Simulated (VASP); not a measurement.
A run of VASP 6.6.1:

The input INCAR:

```
SYSTEM = Fe
  ALGO = Normal
  EDIFF = 1E-6
  ENCUT = 600
  GGA = PS
  GGA_COMPAT = .FALSE.
  ISIF = 2
  ISMEAR = 0
  ISPIN = 2
  LASPH = .TRUE.
  LCHARG = .FALSE.
  LMAXMIX = 4
  LORBIT = 11
  LREAL = .FALSE.
  LWAVE = .FALSE.
  MAGMOM = 2.37
  NBANDS = 14
  NELM = 200
  PREC = Accurate
  SIGMA = 0.1
```

The input KPOINTS:

```
k-points
0
G
  20 20 20
  0 0 0
```

POSCAR

```
Fe
1.0
   -1.3927846119      1.3927846119      1.3927846119
    1.3927846119     -1.3927846119      1.3927846119
    1.3927846119      1.3927846119     -1.3927846119
Fe
1
Direct
    0.0000000000      0.0000000000      0.0000000000
```

Potentials or basis: VASP PAW PBE potentials, release 64 (Fe).

Run with:

```bash
$ cat potpaw_PBE.64/Fe/POTCAR > POTCAR
$ mpirun -np 1 vasp_std > vasp.out
```

Hardware: 1 thread of Intel Xeon 8259CL (shared host).

Question: Estimate the wall time of this run.

Answer: Wall time 92 s on 1 thread of Intel Xeon 8259CL, with other jobs on the host, peak memory 0.19 GiB. Counts: scf iterations 13, k points 256.
